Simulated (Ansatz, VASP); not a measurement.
**P in VASP and in Ansatz**

Contents of INCAR:

```
SYSTEM = P
PREC = Accurate
ENCUT = 520
EDIFF = 1E-7
ISMEAR = 0
SIGMA = 0.4
LREAL = .False.
LASPH = .True.
NELM = 100
ALGO = Normal
ISIF = 2
LWAVE = .False.
LCHARG = .False.
GGA = PE
NBANDS = 12
```

Contents of KPOINTS:

```
Automatic mesh
0
Gamma
  9 9 5
  0 0 0
```

The input POSCAR:

```
P
1.0
    2.4246941115      0.0000000000      0.0000000000
    0.0000000000      2.4385351442      0.0000000000
   -0.0203144631      0.0000000000      4.8524328982
P
2
Direct
    0.9999999700      0.0000000000      0.2505746400
    0.0000000300      0.0000000000      0.7494253600
```

Input for Ansatz:

```yaml
crystal:
  lattice:
    - [2.4246941115, 0.0, 0.0]
    - [0.0, 2.4385351442, 0.0]
    - [-0.0203144631, 0.0, 4.8524328982]
  atoms:
    - { symbol: P, position: [0.99999997, 0.0, 0.25057464] }
    - { symbol: P, position: [3.0e-08, 0.0, 0.74942536] }
basis:
  ecutwfc: 420
kpoints:
  mp_grid: { grid: [9, 9, 5] }
hamiltonian:
  xc: pbe
scf:
  occupations: { method: gaussian, width: 0.4 }
output:
  forces: true
  stress: true
  eigenvalues: true
```

Alike in both runs: task single point; functional PBE; k mesh 9 × 9 × 5; occupations gaussian, width 0.4 eV; no spin polarisation.

|  | VASP | Ansatz |
| --- | --- | --- |
| version | VASP 6.6.1 | Ansatz 0.2.0 |
| potentials or method | VASP PAW PBE potentials, release 64 (P), cutoff 520 eV | scalar-relativistic, plane waves, PAW |
| valence electrons in the cell | 10 | 10 |

VASP gave:

* gap on the k mesh at the Fermi level (eV): none
* pressure (GPa): 2.1
* traceless stress, the component that is largest in VASP (GPa): -1.12
* rms of the force components (eV/Å): 0.005

Task: What did Ansatz give for the same quantities?

Result: gap on the k mesh at the Fermi level (eV): none; pressure (GPa): 2.4; traceless stress, the component that is largest in VASP (GPa): -1.13; rms of the force components (eV/Å): 0.005.

Atom by atom the forces differ by 0.001 eV/Å (rms over components). A gap of «none» marks a metal or a gap that the smearing closes.
